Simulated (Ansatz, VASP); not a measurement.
**Two plane-wave programs on TaN**

Contents of INCAR:

```
PREC = Accurate
ENCUT = 600
EDIFF = 1E-7
ISMEAR = 1
SIGMA = 0.15
LREAL = False
LASPH = True
NELM = 60
ALGO = Normal
ISIF = 3
LWAVE = False
LCHARG = False
GGA = RP
IBRION = 2
NSW = 80
EDIFFG = -0.005
```

The input KPOINTS:

```
Automatic mesh
0
Gamma
  5 5 8
```

Contents of POSCAR:

```
TaN
1.0
    5.1910000000      0.0000000000      0.0000000000
   -2.5955000000      4.4955378700      0.0000000000
    0.0000000000      0.0000000000      2.9080000000
Ta N
3 3
Direct
    0.0000000000      0.0000000000      0.0000000000
    0.3333333333      0.6666666667      0.5000000000
    0.6666666667      0.3333333333      0.5000000000
    0.5000000000      0.0000000000      0.0000000000
    0.5000000000      0.5000000000      0.0000000000
    0.0000000000      0.5000000000      0.0000000000
```

Input for Ansatz:

```yaml
crystal:
  lattice:
    - [5.191, 0.0, 0.0]
    - [-2.5955, 4.49553787, 0.0]
    - [0.0, 0.0, 2.908]
  atoms:
    - { symbol: Ta, position: [0.0, 0.0, 0.0] }
    - { symbol: Ta, position: [0.3333333333333333, 0.6666666666666666, 0.5] }
    - { symbol: Ta, position: [0.6666666666666666, 0.3333333333333333, 0.5] }
    - { symbol: "N", position: [0.5, 0.0, 0.0] }
    - { symbol: "N", position: [0.5, 0.5, 0.0] }
    - { symbol: "N", position: [0.0, 0.5, 0.0] }
kpoints:
  mp_grid:
    grid: [5, 5, 8]
hamiltonian:
  xc: rpbe
  dispersion: none
scf:
  convergence:
    dr2_threshold: 1.0e-10
  occupations:
    method: cold
    width: 0.15
relax:
  f_tol: 0.005
  cell: {}
```

Alike in both runs: task relaxation of cell and atoms; functional RPBE; k mesh 5 × 5 × 8; no spin polarisation.

|  | VASP | Ansatz |
| --- | --- | --- |
| version | VASP 6.6.1 | Ansatz 0.2.0 |
| potentials or method | VASP PAW PBE potentials, release 64 (Ta_pv, N) | plane waves, PAW |
| plane-wave cutoff (eV) | 600 | 420 |
| occupations | methfessel-paxton of order 1, width 0.15 eV | cold, width 0.15 eV |
| valence electrons in the cell | 48 | 54 |

|  | VASP | Ansatz | Ansatz less VASP |
| --- | --- | --- | --- |
| relaxed volume (Å³/atom) | 11.88 | 11.85 | -0.025 |
| relaxed length of the cell vector where the two differ most in proportion (Å) | 2.939 | 2.936 | -0.0026 |

VASP's potentials were made for PBE, not for RPBE. VASP's potentials hold 48 valence electrons a cell and Ansatz's 54, so a difference there can come from the potentials and not from the codes.

Neither program's run includes spin-orbit coupling.
